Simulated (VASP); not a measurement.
# Be (P6_3/mmc) in VASP: notebook

Be is run at these levels: PBEsol; tasks: single point, relaxation of cell and atoms.

Everything below comes from runs of VASP 6.6.1. Logs are shortened: lines on timing, memory, paths and dates and some standing lists are left out, and cuts for length are marked.

### 1 The cell of the first run

It takes space group P6_3/mmc (No. 194, hexagonal). The conventional cell has a = 3.610 Å, b = 3.610 Å, c = 3.647 Å, α = 90.00°, β = 90.00°, γ = 120.00°. Be (site symmetry -6m2) has 5 Be at 1.82 to 2.08 Å within 2.4 Å. Be (site symmetry -6m2) has 15 Be at 2.08 to 2.77 Å within 2.8 Å.

### 2 Single point, PBEsol

Input file INCAR:

```
SYSTEM = Be
ALGO = Normal
EDIFF = 1E-6
ENCUT = 520
GGA = PS
ISIF = 2
ISMEAR = 0
LASPH = .TRUE.
LCHARG = .TRUE.
LELF = .TRUE.
LREAL = .FALSE.
LVHAR = .TRUE.
LWAVE = .FALSE.
NBANDS = 18
NELM = 60
PREC = Accurate
SIGMA = 0.1
```

Input file KPOINTS:

```
k-points
0
G
  6 6 4
  0 0 0
```

Input file POSCAR:

```
Be
1.0
   -3.6098545302      0.0000000000      0.0000000000
    0.0000000000      0.0000000000     -3.6473080118
    0.0000000000     -6.2524514542      0.0000000000
Be
8
Direct
    0.0000000000      0.7500000000      1.0000000000
    0.5000000000      0.7500000000      0.5000000000
    0.0000000000      0.2500000000      1.0000000000
    0.5000000000      0.2500000000      0.5000000000
    0.0000000000      0.2500000000      0.6666666667
    0.5000000000      0.2500000000      0.1666666667
    0.5000000000      0.7500000000      0.8333333333
    1.0000000000      0.7500000000      0.3333333333
```

Potentials or basis: VASP PAW PBE potentials, release 64 (Be).

Launch:

```sh
$ cat potpaw_PBE.64/Be/POTCAR > POTCAR
$ mpirun -np 1 vasp_std > vasp.out
```

OUTCAR:

```text
SYSTEM = Be
   EDIFF = 1E-6
   ENCUT = 520
   GGA = PS
   ISIF = 2
   ISMEAR = 0
   LASPH = .TRUE.
   LREAL = .FALSE.
   NELM = 60
   PREC = Accurate

 ion  position               nearest neighbor table
   1  0.000  0.750  0.000-   3 1.82   3 1.82   8 2.08   7 2.08   7 2.08
   2  0.500  0.750  0.500-   4 1.82   4 1.82   7 2.08   8 2.08   8 2.08
   3  0.000  0.250  0.000-   1 1.82   1 1.82   5 2.08   6 2.08   6 2.08
   4  0.500  0.250  0.500-   2 1.82   2 1.82   6 2.08   5 2.08   5 2.08
   5  0.000  0.250  0.667-   3 2.08   4 2.08   4 2.08
   6  0.500  0.250  0.167-   4 2.08   3 2.08   3 2.08
   7  0.500  0.750  0.833-   2 2.08   1 2.08   1 2.08
   8  0.000  0.750  0.333-   1 2.08   2 2.08   2 2.08

  LATTYP: Found a simple orthorhombic cell.
 ALAT       =     3.6098545302
 B/A-ratio  =     1.0103753437
 C/A-ratio  =     1.7320508076

  Lattice vectors:

 A1 = (  -3.6098545302,   0.0000000000,   0.0000000000)
 A2 = (   0.0000000000,   0.0000000000,  -3.6473080118)
 A3 = (   0.0000000000,  -6.2524514542,   0.0000000000)

Analysis of symmetry for initial positions (statically):
=====================================================================
 Subroutine PRICEL returns following result:

  LATTYP: Found a hexagonal cell.
 ALAT       =     3.6098545302
 C/A-ratio  =     1.0103753437

  Lattice vectors:

 A1 = (  -1.8049272651,  -3.1262257271,   0.0000000000)
 A2 = (  -1.8049272651,   3.1262257271,   0.0000000000)
 A3 = (   0.0000000000,   0.0000000000,  -3.6473080118)

   2 primitive cells build up your supercell.

 Routine SETGRP: Setting up the symmetry group for a
 simple orthorhombic supercell.

 Subroutine GETGRP returns: Found  8 space group operations
 (whereof  4 operations were pure point group operations)
 out of a pool of  8 trial point group operations.

The static configuration has the point symmetry C_2h.
 The point group associated with its full space group is D_2h.

Analysis of symmetry for dynamics (positions and initial velocities):
=====================================================================
 Subroutine PRICEL returns following result:

  LATTYP: Found a hexagonal cell.
 ALAT       =     3.6098545302
 C/A-ratio  =     1.0103753437

  Lattice vectors:

 A1 = (  -1.8049272651,  -3.1262257271,   0.0000000000)
 A2 = (  -1.8049272651,   3.1262257271,   0.0000000000)
 A3 = (   0.0000000000,   0.0000000000,  -3.6473080118)

   2 primitive cells build up your supercell.

 Routine SETGRP: Setting up the symmetry group for a
 simple orthorhombic supercell.

 Subroutine GETGRP returns: Found  8 space group operations
 (whereof  4 operations were pure point group operations)
 out of a pool of  8 trial point group operations.

The dynamic configuration has the point symmetry C_2h.
 The point group associated with its full space group is D_2h.

 Subroutine INISYM returns: Found  8 space group operations
 (whereof  4 operations are pure point group operations),
 and found     2 'primitive' translations

----------------------------------------------------------------------------------------

                                     Primitive cell

  volume of cell :      41.1607

  direct lattice vectors                    reciprocal lattice vectors
    -1.804927265 -3.126225727  0.000000000    -0.277019473 -0.159937267  0.000000000
    -1.804927265  3.126225727  0.000000000    -0.277019473  0.159937267  0.000000000
     0.000000000  0.000000000 -3.647308012     0.000000000  0.000000000 -0.274174815

  length of vectors
     3.609854530  3.609854530  3.647308012     0.319874535  0.319874535  0.274174815

  position of ions in fractional coordinates (direct lattice)
     0.000000000  0.000000000  0.750000000
     0.000000000  0.000000000  0.250000000
     0.666666667  0.333333333  0.250000000
     0.333333333  0.666666667  0.750000000

  ion indices of the primitive-cell ions
   primitive index   ion index
                 1           1
                 2           3
                 3           5
                 4           8

----------------------------------------------------------------------------------------

 KPOINTS: k-points

Automatic generation of k-mesh.
 Grid dimensions read from file:
 generate k-points for:    6    6    4

 Generating k-lattice:

  Cartesian coordinates                     Fractional coordinates (reciprocal lattice)
    -0.046169912  0.000000000  0.000000000     0.166666667  0.000000000  0.000000000
     0.000000000  0.000000000 -0.045695803     0.000000000  0.166666667  0.000000000
     0.000000000 -0.039984317  0.000000000     0.000000000  0.000000000  0.250000000

  Length of vectors
     0.046169912  0.045695803  0.039984317

  Shift w.r.t. Gamma in fractional coordinates (k-lattice)
     0.000000000  0.000000000  0.000000000

 Subroutine IBZKPT returns following result:
 ===========================================

 Found     48 irreducible k-points:

 Following reciprocal coordinates:
            Coordinates               Weight
  0.000000  0.000000  0.000000      1.000000
  0.166667  0.000000  0.000000      2.000000
  0.333333  0.000000  0.000000      2.000000
  0.500000  0.000000  0.000000      1.000000
  0.000000  0.166667  0.000000      2.000000
  0.166667  0.166667  0.000000      4.000000
[... 16 lines left out ...]
  0.333333  0.166667  0.250000      8.000000
  0.500000  0.166667  0.250000      4.000000
 [... further k-points ...]
   k-points           NKPTS =     48   k-points in BZ     NKDIM =     48   number of bands    NBANDS=     18
   number of dos      NEDOS =    301   number of ions     NIONS =      8
   total plane-waves  NPLWV =  37632
   dimension x,y,z NGX =    28 NGY =   28 NGZ =   48
   dimension x,y,z NGXF=    56 NGYF=   56 NGZF=   96
   ions per type =               8
   NGX,Y,Z   is equivalent  to a cutoff of  12.89, 12.76, 12.76 a.u.
   NGXF,Y,Z  is equivalent  to a cutoff of  25.79, 25.53, 25.53 a.u.
 SYSTEM =  Be
   PREC   = accura    normal or accurate (medium, high low for compatibility)
   ISTART =      0    job   : 0-new  1-cont  2-samecut
   ICHARG =      2    charge: 1-file 2-atom 10-const
   ISPIN  =      1    spin polarized calculation?
   LNONCOLLINEAR =      F non collinear calculations
   LSORBIT =      F    spin-orbit coupling
   LASPH  =      T    aspherical Exc in radial PAW
   ENCUT  =  520.0 eV  38.22 Ry    6.18 a.u.   6.71  6.78 11.63*2*pi/ulx,y,z
   NELM   =     60;   NELMIN=  2; NELMDL= -5     # of ELM steps
   EDIFF  = 0.1E-05   stopping-criterion for ELM
   LREAL  =      F    real-space projection
   EDIFFG = 0.1E-04   stopping-criterion for IOM
   NSW    =      0    number of steps for IOM
   IBRION =     -1    ionic relax: 0-MD 1-quasi-New 2-CG
   NFREE  =      0    steps in history (QN), initial steepest desc. (CG)
   ISIF   =      2    stress and relaxation
   ISYM   =      2    0-nonsym 1-usesym 2-fastsym
   POTIM  = 0.5000    time-step for ionic-motion
   TEBEG  =    0.0;   TEEND  =   0.0 temperature during run
   PSTRESS=    0.0 pullay stress
   NELECT =      16.0000    total number of electrons
   NUPDOWN=      -1.0000    fix difference up-down
   EMIN   =  10.00;   EMAX   =-10.00  energy-range for DOS
   EFERMI =   0.00;   METHOD = LEGACY
   ISMEAR =     0;   SIGMA  =   0.10  broadening in eV -4-tet -1-fermi 0-gaus
   EFERMI_NEDOS =   21; number of points for ismear=-14 and -15
   IALGO  =     38    algorithm
   IMIX   =      4    mixing-type and parameters
     AMIX     =   0.40;   BMIX     =  1.00
     AMIX_MAG =   1.60;   BMIX_MAG =  1.00
  volume/ion in A,a.u.               =      10.29        69.44
  Fermi-wavevector in a.u.,A,eV,Ry     =   0.948296  1.792020 12.235252  0.899266
  Thomas-Fermi vector in A             =   2.076471
   LORBIT       =      0    0 simple, 1 ext, 2 COOP (PROOUT), +10 PAW based schemes
   GGA     = PS    functional components
   LHFCALC =     F    Hartree Fock is set to
   AEXX    =    0.0000 exact exchange contribution
   IVDW    =     0    specifies the selected vdW correction
   LEPSILON=     F    determine dielectric tensor
   LRPA    =     F    only Hartree local field effects (RPA)
 non-spin polarized calculation
 Gauss-broadening in eV      SIGMA  =   0.10
  energy-cutoff  :      520.00
  volume of cell :       82.32
 maximum number of plane-waves:      2240
 NGX is ok and might be reduce to    28
   NGX = 13   NGY = 13   NGZ = 23

 number of electron      16.0000000 magnetization

 Free energy of the ion-electron system (eV)
  ---------------------------------------------------
  ext. energy  EPLUGINS =         0.00000000
  ---------------------------------------------------
  free energy    TOTEN  =       -25.17998759 eV

  energy without entropy =      -25.16188205  energy(sigma->0) =      -25.17093482

 E-fermi :   3.8520     XC(G=0):  -9.6793

 val. band max:        3.7990614100   @ k =   0.0000   0.0000   0.0000
 cond. band min:       3.8723684957   @ k =   0.0000   0.5000   0.5000
 fundamental gap:      0.0733070857
 Fermi energy:         3.8520468756

 k-point     1 :       0.0000    0.0000    0.0000
  band No.  band energies     occupation
      1      -4.9024      2.00000
      2      -2.0494      2.00000
      3      -1.8970      2.00000
      4       1.6895      2.00000
      5       2.1207      2.00000
      6       3.7991      1.54634
[... 10 lines left out ...]
     17      11.5894      0.00000
     18      11.6480      0.00000

 k-point     2 :       0.1667    0.0000    0.0000
  band No.  band energies     occupation
      1      -4.6566      2.00000
      2      -1.8264      2.00000
      3      -1.6557      2.00000
      4       0.9062      2.00000
      5       1.9529      2.00000
      6       3.3615      2.00000
[... 10 lines left out ...]
     17      10.1056      0.00000
     18      10.8322      0.00000

 k-point     3 :       0.3333    0.0000    0.0000
  band No.  band energies     occupation
      1      -3.9210      2.00000
      2      -1.2448      2.00000
      3      -0.9371      2.00000
      4      -0.9351      2.00000
      5       1.5167      2.00000
      6       1.8092      2.00000
[... 412 lines left out ...]
 k-point    23 :       0.3333    0.1667    0.2500
  band No.  band energies     occupation
      1      -3.4932      2.00000
      2      -2.0422      2.00000
      3      -0.6053      2.00000
      4       0.7381      2.00000
      5       0.7964      2.00000
      6       1.8491      2.00000
[... 10 lines left out ...]
     17      11.1008      0.00000
     18      11.1512      0.00000

 k-point    24 :       0.5000    0.1667    0.2500
  band No.  band energies     occupation
      1      -2.2795      2.00000
      2      -2.2795      2.00000
      3      -0.8269      2.00000
      4      -0.8269      2.00000
      5       1.6832      2.00000
      6       1.6832      2.00000
[... 10 lines left out ...]
     17      11.1562      0.00000
     18      11.1562      0.00000

 [... further k-points ...]
[... 5 lines left out ...]
  --------------------------------------------------------------------------------------
  -------------------------------------------------------------------------------------
  Total        0.5417457     -0.2213160      0.0932445      0.0000000      0.0000000      0.0000000
  in kB       10.5437136     -4.3073566      1.8147684      0.0000000      0.0000000      0.0000000
  external PRESSURE =       2.6837084 kB  Pullay stress =       0.0000000 kB

 VOLUME and BASIS-vectors are now :
 -----------------------------------------------------------------------------
  energy-cutoff  :      520.00
  volume of cell :       82.32
      direct lattice vectors                 reciprocal lattice vectors
    -3.609854530  0.000000000  0.000000000    -0.277019473  0.000000000  0.000000000
     0.000000000  0.000000000 -3.647308012     0.000000000  0.000000000 -0.274174815
     0.000000000 -6.252451454  0.000000000     0.000000000 -0.159937267  0.000000000

 POSITION                                       TOTAL-FORCE (eV/Angst)
 -----------------------------------------------------------------------------------
      0.00000      0.00000     -2.73548        -0.000000      0.005940      0.000000
     -1.80493     -3.12623     -2.73548        -0.000000      0.005940      0.000000
      0.00000      0.00000     -0.91183        -0.000000     -0.005940      0.000000
     -1.80493     -3.12623     -0.91183        -0.000000     -0.005940     -0.000000
      0.00000     -4.16830     -0.91183         0.000000     -0.003790      0.000000
     -1.80493     -1.04208     -0.91183         0.000000     -0.003790      0.000000
     -1.80493     -5.21038     -2.73548        -0.000000      0.003790      0.000000
      0.00000     -2.08415     -2.73548        -0.000000      0.003790     -0.000000
 -----------------------------------------------------------------------------------
    total drift:                                0.000000     -0.000000      0.000000

  FREE ENERGIE OF THE ION-ELECTRON SYSTEM (eV)
  ---------------------------------------------------
  free  energy   TOTEN  =       -25.1799875858 eV

  energy  without entropy=      -25.1618820489  energy(sigma->0) =      -25.17093482
```

Run time: 30 s. Hardware: 1 thread of AMD EPYC 9R45 (Zen 5), shared host; peak memory 0.16 GiB.

Results:

* Free energy: -25.1800 eV
* Pressure: 0.3 GPa
* Largest force: 0.006 eV/Å
* Band gap on the k mesh: zero (band 8 reaches 5.76 eV, above the bottom of band 9 at 2.87 eV)

Forces in eV/Å, atoms in the order of the input:
```
Be   0.000  0.006  0.000
Be   0.000  0.006  0.000
Be   0.000 -0.006  0.000
Be   0.000 -0.006  0.000
Be   0.000 -0.004  0.000
Be   0.000 -0.004  0.000
Be   0.000  0.004  0.000
Be   0.000  0.004  0.000
```

Stress tensor (GPa, compression positive):
```
 1.05  0.00  0.00
 0.00 -0.43  0.00
 0.00  0.00  0.18
```

Caveat: the PAW data sets were made with another functional, which shifts forces and pressure a little.

(Continued in part 2 of 2.)
